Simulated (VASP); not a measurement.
# Al32H (a cell with a defect) in VASP: a series of runs, part 2 of 2

VASP 6.6.1.

## Step 3: Single point, PBE

INCAR reads:

```
PREC = Accurate ; ENCUT = 520
EDIFF = 1E-7 ; ISMEAR = 0
SIGMA = 0.05 ; LREAL = Auto
LASPH = T ; NELM = 60
ALGO = Normal ; ISIF = 2
LWAVE = F ; LCHARG = F
GGA = PE ; NBANDS = 70
```

KPOINTS reads:

```
Automatic mesh
0
Gamma
  2 2 2
```

POSCAR reads:

```
Al32H
1.0
    8.1000000000      0.0000000000      0.0000000000
    0.0000000000      8.1000000000      0.0000000000
    0.0000000000      0.0000000000      8.1000000000
Al H
32 1
Direct
    0.5028123457      0.0025404938      0.0000623457
    0.7474340741      0.2471519753      0.0000643210
    0.7509577778     -0.0009934568      0.2492355556
    0.0006417284     -0.0019711111     -0.0005412346
    0.2495104938      0.2513507407     -0.0005102469
    0.4986225926      0.5004706173     -0.0004969136
    0.7519548148      0.7493256790     -0.0005545679
    0.2500860494      0.0025471605      0.2527169136
    0.4993437037      0.2506183951      0.2492001235
    0.7474267901      0.4999039506      0.2527218519
    0.4993662963     -0.0010049383      0.5008239506
    0.7509723457      0.2505987654      0.5008270370
    0.7473883951      0.0025904938      0.7499802469
   -0.0089851852      0.4903604938      0.0094165432
    0.2595696296      0.7589319753      0.0094119753
    0.0000639506      0.2471419753      0.2527251852
    0.2495740741      0.5004203704      0.2485509877
    0.5028223457      0.7499122222      0.2527208642
    0.0000361728      0.0025840741      0.4973066667
    0.2501154321      0.2471020988      0.4972965432
    0.5028670370      0.4998766667      0.4972959259
    0.7473946914      0.7499419753      0.4973066667
    0.2495451852     -0.0018464198      0.7505217284
    0.5028774074      0.2470911111      0.7499804938
    0.7517953086      0.5004448148      0.7505171605
    0.0007244444      0.7492559259      0.2481951852
    0.0006213580      0.5004948148      0.5017374074
    0.2494819753      0.7493412346      0.5017728395
    0.0007056790      0.2515523457      0.7506509877
    0.2597185185      0.4902151852      0.7407404938
    0.4983864198      0.7492703704      0.7506554321
   -0.0092091358      0.7591590123      0.7406530864
    0.1253198765      0.6246069136      0.8750562963
```

Potentials or basis: VASP PAW PBE potentials, release 64 (Al, H).

The run is started by

```bash
$ cat potpaw_PBE.64/Al/POTCAR potpaw_PBE.64/H/POTCAR > POTCAR
$ mpirun -np 1 vasp_std > vasp.out
```

OUTCAR:

```text
PREC = Accurate
   ENCUT = 520
   EDIFF = 1E-7
   ISMEAR = 0
   LREAL = Auto
   LASPH = T
   NELM = 60
   ISIF = 2
   GGA = PE

 ion  position               nearest neighbor table
   1  0.503  0.003  0.000-  15 2.79   2 2.80  24 2.83  13 2.83   9 2.85   3 2.85   5 2.88   7 2.88
                            31 2.88  23 2.88  18 2.89   8 2.89
   2  0.747  0.247  0.000-  14 2.79   1 2.80  24 2.83  13 2.83   9 2.85   3 2.85   6 2.88   4 2.88
                            29 2.88  25 2.88  16 2.89  10 2.89
   3  0.751  0.999  0.249-  22 2.85  19 2.85  18 2.85  16 2.85   2 2.85   1 2.85   4 2.86   7 2.86
                            26 2.86  11 2.88  12 2.88   9 2.88
   4  0.001  0.998  0.999-   7 2.85  26 2.85  23 2.85  32 2.85  15 2.86   3 2.86   5 2.88   2 2.88
                            29 2.88  16 2.88   8 2.88  13 2.88
   5  0.250  0.251  0.999-  29 2.85  14 2.85  17 2.85  30 2.85   6 2.85   9 2.86   8 2.88   1 2.88
                            23 2.88   4 2.88  16 2.88  24 2.88
   6  0.499  0.500  1.000-  31 2.85  15 2.85  17 2.85   5 2.85  30 2.85   9 2.86  10 2.88   2 2.88
                            25 2.88   7 2.88  18 2.88  24 2.88
   7  0.752  0.749  0.999-   4 2.85  26 2.85  25 2.85  32 2.85  14 2.86   3 2.86   6 2.88   1 2.88
[... 290 lines left out ...]
      1      -3.2657      2.00000
      2      -1.5752      2.00000
      3      -0.9268      2.00000
      4      -0.9262      2.00000
      5      -0.9259      2.00000
      6      -0.9180      2.00000
[... 493 lines left out ...]
     59      11.2458      0.00000
     60      11.2461      0.00000
 [bands above 60 left out]

------------------------ aborting loop because EDIFF is reached ----------------------------------------

  FORCE on cell =-STRESS in cart. coord.  units (eV):
  Direction    XX          YY          ZZ          XY          YZ          ZX
  --------------------------------------------------------------------------------------
  -------------------------------------------------------------------------------------
  Total        2.9969696      2.9950048      2.9950957     -0.0024775      0.0066681     -0.0081612
  in kB        9.0352019      9.0292784      9.0295525     -0.0074691      0.0201027     -0.0246042
  external PRESSURE =       9.0313443 kB  Pullay stress =       0.0000000 kB

 VOLUME and BASIS-vectors are now :
 -----------------------------------------------------------------------------
  energy-cutoff  :      520.00
  volume of cell :      531.44
      direct lattice vectors                 reciprocal lattice vectors
     8.100000000  0.000000000  0.000000000     0.123456790  0.000000000  0.000000000
     0.000000000  8.100000000  0.000000000     0.000000000  0.123456790  0.000000000
     0.000000000  0.000000000  8.100000000     0.000000000  0.000000000  0.123456790

 POSITION                                       TOTAL-FORCE (eV/Angst)
 -----------------------------------------------------------------------------------
      4.07278      0.02058      0.00051         0.007096      0.005454     -0.003313
      6.05422      2.00193      0.00052        -0.005668     -0.007216     -0.003415
      6.08276      8.09195      2.01881         0.004928     -0.004177     -0.006588
      0.00520      8.08403      8.09562         0.016720      0.002984     -0.014073
      2.02103      2.03594      8.09587        -0.009183      0.003581     -0.012075
      4.03884      4.05381      8.09597        -0.003876      0.009278     -0.012807
[... 25 lines left out ...]
      8.02541      6.14919      5.99929        -0.007115      0.007984     -0.004944
      1.01509      5.05932      7.08796        -0.001934      0.002062     -0.003780
 -----------------------------------------------------------------------------------
    total drift:                               -0.005728      0.010147      0.004044

  FREE ENERGIE OF THE ION-ELECTRON SYSTEM (eV)
  ---------------------------------------------------
  free  energy   TOTEN  =      -122.4913309094 eV

  energy  without entropy=     -122.4308924685  energy(sigma->0) =     -122.46111169
```

OSZICAR:

```text
N       E                     dE             d eps       ncg     rms          rms(c)
DAV:   1     0.130944637399E+03    0.13094E+03   -0.33706E+04  1120   0.111E+03
DAV:   2    -0.109667220157E+03   -0.24061E+03   -0.22487E+03  1334   0.145E+02
DAV:   3    -0.123157984684E+03   -0.13491E+02   -0.12846E+02  1386   0.279E+01
[... 11 lines left out ...]
DAV:  15    -0.122491331936E+03    0.55571E-06   -0.46675E-07  1160   0.179E-03    0.194E-03
DAV:  16    -0.122491331296E+03    0.64073E-06   -0.69326E-08   728   0.771E-04    0.695E-04
DAV:  17    -0.122491331074E+03    0.22123E-06   -0.14750E-08   720   0.407E-04    0.281E-04
DAV:  18    -0.122491330933E+03    0.14149E-06   -0.26979E-09   704   0.178E-04    0.195E-04
DAV:  19    -0.122491330909E+03    0.23466E-07   -0.63399E-10   704   0.832E-05
   1 F= -.12249133E+03 E0= -.12246111E+03  d E =-.604384E-01
```

Wall time 4.4 min (1 thread of AMD EPYC 9R45 (Zen 5), shared host); peak memory 0.53 GiB.

What came out:

* Free energy: -122.4913 eV
* Pressure: 0.9 GPa
* Largest force: 0.022 eV/Å
* Band gap on the k mesh: zero (an odd number of electrons rules out a gap without spin polarisation)

Forces in eV/Å, atoms in the order of the input:
```
Al   0.007  0.005 -0.003
Al  -0.006 -0.007 -0.003
Al   0.005 -0.004 -0.007
Al   0.017  0.003 -0.014
Al  -0.009  0.004 -0.012
Al  -0.004  0.009 -0.013
Al  -0.004 -0.017 -0.013
Al  -0.002  0.005  0.006
Al  -0.006  0.006 -0.005
Al  -0.005  0.002  0.006
Al  -0.007 -0.003  0.006
Al   0.004  0.007  0.006
Al  -0.005  0.005  0.003
Al  -0.013 -0.005  0.008
Al   0.006  0.013  0.008
Al   0.004 -0.007  0.006
Al  -0.012  0.012 -0.005
Al   0.007 -0.004  0.006
Al   0.004  0.005 -0.005
Al  -0.003 -0.006 -0.005
Al   0.006  0.003 -0.005
Al  -0.005 -0.004 -0.006
Al  -0.014 -0.001  0.016
Al   0.006 -0.006  0.003
Al   0.001  0.014  0.017
Al   0.014 -0.014  0.005
Al   0.017  0.011  0.001
Al  -0.012 -0.017 -0.001
Al   0.014 -0.002  0.011
Al   0.003 -0.002 -0.011
Al   0.003 -0.014  0.011
Al  -0.007  0.008 -0.005
H   -0.002  0.002 -0.004
```

Caveat: the k points lie up to 0.39 Å⁻¹ apart, too coarse for converged energies and pressures of a metal.
